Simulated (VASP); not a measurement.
# Cd5Se (F-43m) in VASP: single point with PBE

Aim: the single point of Cd5Se with PBE.

Program: VASP 6.6.1. These are calculated values, not measurements. Logs are shortened: lines on timing, memory, paths and dates and some standing lists are left out, and cuts for length are marked.

### Step 1. The cell of the first run

It takes space group F-43m (No. 216, cubic). Conventional cell: a = 8.221 Å, b = 8.221 Å, c = 8.221 Å, α = 90.00°, β = 90.00°, γ = 90.00°. Cd (site symmetry -43m) has 12 Cd at 3.41 Å and 4 Se at 3.56 Å within 4.5 Å. Cd (site symmetry 3m) has 9 Cd at 2.88 to 3.41 Å and 3 Se at 3.41 Å within 3.8 Å. Within 4.5 Å of Se (site symmetry -43m) lie 16 Cd at 3.41 to 3.56 Å.

### Step 2. Single point, PBE

Input file INCAR:

```
ALGO = Normal ; EDIFF = 1E-6
ENCUT = 520 ; GGA = PE
ISIF = 2 ; ISMEAR = 0
LASPH = T ; LCHARG = F
LREAL = F ; LWAVE = F
NBANDS = 42 ; NELM = 80
PREC = Accurate ; SIGMA = 0.1
```

Input file KPOINTS:

```
k-points
0
Gamma
  4 4 4
```

Input file POSCAR:

```
Cd5Se
1.0
    0.0000000000      4.1102790400      4.1102790400
    4.1102790400      0.0000000000      4.1102790400
    4.1102790400      4.1102790400      0.0000000000
Cd Se
5 1
Direct
    0.2500000000      0.2500000000      0.2500000000
    0.1283094900      0.6238968400      0.6238968400
    0.6238968400      0.6238968400      0.6238968400
    0.6238968400      0.6238968400      0.1283094900
    0.6238968400      0.1283094900      0.6238968400
    0.0000000000      0.0000000000      0.0000000000
```

Potentials or basis: VASP PAW PBE potentials, release 64 (Cd, Se).

On the command line:

```console
cat potpaw_PBE.64/Cd/POTCAR potpaw_PBE.64/Se/POTCAR > POTCAR
mpirun -np 1 vasp_std > vasp.out
```

OUTCAR:

```text
EDIFF = 1E-6
   ENCUT = 520
   GGA = PE
   ISIF = 2
   ISMEAR = 0
   LASPH = T
   LREAL = F
   NELM = 80
   PREC = Accurate

 ion  position               nearest neighbor table
   1  0.250  0.250  0.250-   2 3.41   5 3.41   2 3.41   5 3.41   4 3.41   4 3.41   3 3.41   3 3.41
                             3 3.41   4 3.41   5 3.41   2 3.41
   2  0.128  0.624  0.624-   3 2.88   4 2.88   5 2.88   5 2.93   4 2.93   3 2.93   1 3.41   1 3.41
                             1 3.41
   3  0.624  0.624  0.624-   2 2.88   4 2.88   5 2.88   2 2.93   5 2.93   4 2.93   1 3.41   1 3.41
                             1 3.41
   4  0.624  0.624  0.128-   2 2.88   3 2.88   5 2.88   5 2.93   2 2.93   3 2.93   1 3.41   1 3.41
                             1 3.41
   5  0.624  0.128  0.624-   2 2.88   3 2.88   4 2.88   2 2.93   4 2.93   3 2.93   1 3.41   1 3.41
                             1 3.41
   6  0.000  0.000  0.000-

  LATTYP: Found a face centered cubic cell.
 ALAT       =     8.2205580800

  Lattice vectors:

 A1 = (   0.0000000000,   4.1102790400,   4.1102790400)
 A2 = (   4.1102790400,   0.0000000000,   4.1102790400)
 A3 = (   4.1102790400,   4.1102790400,   0.0000000000)

Analysis of symmetry for initial positions (statically):
=====================================================================
 Subroutine PRICEL returns:
 Original cell was already a primitive cell.

 Routine SETGRP: Setting up the symmetry group for a
 face centered cubic supercell.

 Subroutine GETGRP returns: Found 24 space group operations
 (whereof 24 operations were pure point group operations)
 out of a pool of 48 trial point group operations.

The static configuration has the point symmetry T_d .

Analysis of symmetry for dynamics (positions and initial velocities):
=====================================================================
 Subroutine PRICEL returns:
 Original cell was already a primitive cell.

 Routine SETGRP: Setting up the symmetry group for a
 face centered cubic supercell.

 Subroutine GETGRP returns: Found 24 space group operations
 (whereof 24 operations were pure point group operations)
 out of a pool of 48 trial point group operations.

The dynamic configuration has the point symmetry T_d .

 Subroutine INISYM returns: Found 24 space group operations
 (whereof 24 operations are pure point group operations),
 and found     1 'primitive' translations

----------------------------------------------------------------------------------------

                                     Primitive cell

  volume of cell :     138.8813

  direct lattice vectors                    reciprocal lattice vectors
     0.000000000  4.110279040  4.110279040    -0.121646242  0.121646242  0.121646242
     4.110279040  0.000000000  4.110279040     0.121646242 -0.121646242  0.121646242
     4.110279040  4.110279040  0.000000000     0.121646242  0.121646242 -0.121646242

  length of vectors
     5.812812364  5.812812364  5.812812364     0.210697472  0.210697472  0.210697472

  position of ions in fractional coordinates (direct lattice)
     0.250000000  0.250000000  0.250000000
     0.128309490  0.623896840  0.623896840
     0.623896840  0.623896840  0.623896840
     0.623896840  0.623896840  0.128309490
     0.623896840  0.128309490  0.623896840
     0.000000000  0.000000000  0.000000000

  ion indices of the primitive-cell ions
   primitive index   ion index
                 1           1
                 2           2
                 3           3
                 4           4
                 5           5
                 6           6

----------------------------------------------------------------------------------------

 KPOINTS: k-points

Automatic generation of k-mesh.
 Grid dimensions read from file:
 generate k-points for:    4    4    4

 Generating k-lattice:

  Cartesian coordinates                     Fractional coordinates (reciprocal lattice)
    -0.030411561  0.030411561  0.030411561     0.250000000  0.000000000  0.000000000
     0.030411561 -0.030411561  0.030411561     0.000000000  0.250000000  0.000000000
     0.030411561  0.030411561 -0.030411561     0.000000000  0.000000000  0.250000000

  Length of vectors
     0.052674368  0.052674368  0.052674368

  Shift w.r.t. Gamma in fractional coordinates (k-lattice)
     0.000000000  0.000000000  0.000000000

 Subroutine IBZKPT returns following result:
 ===========================================

 Found      8 irreducible k-points:

 Following reciprocal coordinates:
            Coordinates               Weight
  0.000000  0.000000  0.000000      1.000000
  0.250000  0.000000  0.000000      8.000000
  0.500000  0.000000  0.000000      4.000000
  0.250000  0.250000  0.000000      6.000000
  0.500000  0.250000  0.000000     24.000000
 -0.250000  0.250000  0.000000     12.000000
  0.500000  0.500000  0.000000      3.000000
 -0.250000  0.500000  0.250000      6.000000
   k-points           NKPTS =      8   k-points in BZ     NKDIM =      8   number of bands    NBANDS=     42
   number of dos      NEDOS =    301   number of ions     NIONS =      6
   total plane-waves  NPLWV = 110592
   dimension x,y,z NGX =    48 NGY =   48 NGZ =   48
   dimension x,y,z NGXF=    96 NGYF=   96 NGZF=   96
   ions per type =               5   1
   NGX,Y,Z   is equivalent  to a cutoff of  13.73, 13.73, 13.73 a.u.
   NGXF,Y,Z  is equivalent  to a cutoff of  27.46, 27.46, 27.46 a.u.
 SYSTEM =  unknown system
   PREC   = accura    normal or accurate (medium, high low for compatibility)
   ISTART =      0    job   : 0-new  1-cont  2-samecut
   ICHARG =      2    charge: 1-file 2-atom 10-const
   ISPIN  =      1    spin polarized calculation?
   LNONCOLLINEAR =      F non collinear calculations
   LSORBIT =      F    spin-orbit coupling
   LASPH  =      T    aspherical Exc in radial PAW
   ENCUT  =  520.0 eV  38.22 Ry    6.18 a.u.  10.81 10.81 10.81*2*pi/ulx,y,z
   NELM   =     80;   NELMIN=  2; NELMDL= -5     # of ELM steps
   EDIFF  = 0.1E-05   stopping-criterion for ELM
   LREAL  =      F    real-space projection
   EDIFFG = 0.1E-04   stopping-criterion for IOM
   NSW    =      0    number of steps for IOM
   IBRION =     -1    ionic relax: 0-MD 1-quasi-New 2-CG
   NFREE  =      0    steps in history (QN), initial steepest desc. (CG)
   ISIF   =      2    stress and relaxation
   ISYM   =      2    0-nonsym 1-usesym 2-fastsym
   POTIM  = 0.5000    time-step for ionic-motion
   TEBEG  =    0.0;   TEEND  =   0.0 temperature during run
   PSTRESS=    0.0 pullay stress
   NELECT =      66.0000    total number of electrons
   NUPDOWN=      -1.0000    fix difference up-down
   EMIN   =  10.00;   EMAX   =-10.00  energy-range for DOS
   EFERMI =   0.00;   METHOD = LEGACY
   ISMEAR =     0;   SIGMA  =   0.10  broadening in eV -4-tet -1-fermi 0-gaus
   EFERMI_NEDOS =   21; number of points for ismear=-14 and -15
   IALGO  =     38    algorithm
   IMIX   =      4    mixing-type and parameters
     AMIX     =   0.40;   BMIX     =  1.00
     AMIX_MAG =   1.60;   BMIX_MAG =  1.00
  volume/ion in A,a.u.               =      23.15       156.20
  Fermi-wavevector in a.u.,A,eV,Ry     =   1.277541  2.414202 22.206217  1.632111
  Thomas-Fermi vector in A             =   2.410135
   LORBIT       =      0    0 simple, 1 ext, 2 COOP (PROOUT), +10 PAW based schemes
   GGA     = PE    functional components
   LHFCALC =     F    Hartree Fock is set to
   AEXX    =    0.0000 exact exchange contribution
   IVDW    =     0    specifies the selected vdW correction
   LEPSILON=     F    determine dielectric tensor
   LRPA    =     F    only Hartree local field effects (RPA)
 non-spin polarized calculation
 Gauss-broadening in eV      SIGMA  =   0.10
  energy-cutoff  :      520.00
  volume of cell :      138.88
 maximum number of plane-waves:      3759
 NGX is ok and might be reduce to    48
   NGX = 21   NGY = 21   NGZ = 21

 number of electron      65.9999994 magnetization

 Free energy of the ion-electron system (eV)
  ---------------------------------------------------
  ext. energy  EPLUGINS =         0.00000000
  ---------------------------------------------------
  free energy    TOTEN  =        -6.43312619 eV

  energy without entropy =       -6.40295862  energy(sigma->0) =       -6.41804241

 E-fermi :   2.7123     XC(G=0): -10.5192

 val. band max:        2.6755840340   @ k =   0.5000   0.2500   0.0000
 cond. band min:       2.7523716607   @ k =   0.0000   0.0000   0.0000
 fundamental gap:      0.0767876267
 Fermi energy:         2.7122963261

 k-point     1 :       0.0000    0.0000    0.0000
  band No.  band energies     occupation
      1      -9.9983      2.00000
      2      -7.7926      2.00000
      3      -7.1562      2.00000
      4      -7.1562      2.00000
      5      -7.1562      2.00000
      6      -6.9666      2.00000
[... 34 lines left out ...]
     41       9.3798      0.00000
     42       9.3798      0.00000

 k-point     2 :       0.2500    0.0000    0.0000
  band No.  band energies     occupation
      1      -9.9512      2.00000
      2      -7.6248      2.00000
      3      -7.0970      2.00000
      4      -7.0578      2.00000
      5      -7.0578      2.00000
      6      -6.8570      2.00000
[... 34 lines left out ...]
     41       7.8184      0.00000
     42       8.9606      0.00000

 k-point     3 :       0.5000    0.0000    0.0000
  band No.  band energies     occupation
      1      -9.9056      2.00000
      2      -7.4475      2.00000
      3      -7.0022      2.00000
      4      -7.0022      2.00000
      5      -6.9197      2.00000
      6      -6.5515      2.00000
[... 177 lines left out ...]
      4      -6.7852      2.00000
      5      -6.7425      2.00000
      6      -6.7167      2.00000
[... 34 lines left out ...]
     41       8.6389      0.00000
     42       8.6612      0.00000

 k-point     8 :      -0.2500    0.5000    0.2500
  band No.  band energies     occupation
      1      -9.8828      2.00000
      2      -7.0358      2.00000
      3      -6.9617      2.00000
      4      -6.9209      2.00000
      5      -6.9032      2.00000
      6      -6.5856      2.00000
[... 34 lines left out ...]
     41       7.8913      0.00000
     42       8.2661      0.00000

------------------------ aborting loop because EDIFF is reached ----------------------------------------

  FORCE on cell =-STRESS in cart. coord.  units (eV):
  Direction    XX          YY          ZZ          XY          YZ          ZX
  --------------------------------------------------------------------------------------
  -------------------------------------------------------------------------------------
  Total        1.8975229      1.8975229      1.8975229      0.0000000      0.0000000     -0.0000000
  in kB       21.8904000     21.8904000     21.8904000      0.0000000      0.0000000     -0.0000000
  external PRESSURE =      21.8904000 kB  Pullay stress =       0.0000000 kB

 VOLUME and BASIS-vectors are now :
 -----------------------------------------------------------------------------
  energy-cutoff  :      520.00
  volume of cell :      138.88
      direct lattice vectors                 reciprocal lattice vectors
     0.000000000  4.110279040  4.110279040    -0.121646242  0.121646242  0.121646242
     4.110279040  0.000000000  4.110279040     0.121646242 -0.121646242  0.121646242
     4.110279040  4.110279040  0.000000000     0.121646242  0.121646242 -0.121646242

 POSITION                                       TOTAL-FORCE (eV/Angst)
 -----------------------------------------------------------------------------------
      2.05514      2.05514      2.05514         0.000000     -0.000000      0.000000
      5.12878      3.09178      3.09178         0.127003     -0.127003     -0.127003
      5.12878      5.12878      5.12878         0.127003      0.127003      0.127003
      3.09178      3.09178      5.12878        -0.127003     -0.127003      0.127003
      3.09178      5.12878      3.09178        -0.127003      0.127003     -0.127003
      0.00000      0.00000      0.00000         0.000000      0.000000      0.000000
 -----------------------------------------------------------------------------------
    total drift:                               -0.000026     -0.000026     -0.000026

  FREE ENERGIE OF THE ION-ELECTRON SYSTEM (eV)
  ---------------------------------------------------
  free  energy   TOTEN  =        -6.4331261899 eV

  energy  without entropy=       -6.4029586221  energy(sigma->0) =       -6.41804241
```

Run time: 70 s. Hardware: 1 thread of Intel Xeon Platinum 8259CL at 2.50GHz (Skylake/Cascade Lake), shared host; peak memory 0.32 GiB.

What came out:

* Free energy: -6.4331 eV
* Pressure: 2.2 GPa
* Largest force: 0.220 eV/Å
* Band gap on the k mesh: zero (band 33 reaches 3.29 eV, above the bottom of band 34 at 2.27 eV)

Forces on the atoms (eV/Å):
```
Cd   0.000  0.000  0.000
Cd   0.127 -0.127 -0.127
Cd   0.127  0.127  0.127
Cd  -0.127 -0.127  0.127
Cd  -0.127  0.127 -0.127
Se   0.000  0.000  0.000
```

Levels at points of the mesh, in eV from the Fermi level:
| k point | band 30 | band 31 | band 32 | band 33 | band 34 | band 35 | band 36 | band 37 |
| --- | --- | --- | --- | --- | --- | --- | --- | --- |
| (0.00, 0.00, 0.00) | -2.63 | -1.96 | -0.28 | -0.28 | -0.28 | 0.04 | 1.19 | 1.19 |
| (0.50, 0.00, 0.00) | -2.91 | -2.37 | -0.93 | -0.93 | -0.30 | 1.66 | 2.08 | 2.08 |
| (0.50, 0.50, 0.00) | -3.85 | -3.12 | -0.21 | 0.57 | 0.57 | 0.80 | 4.04 | 4.28 |
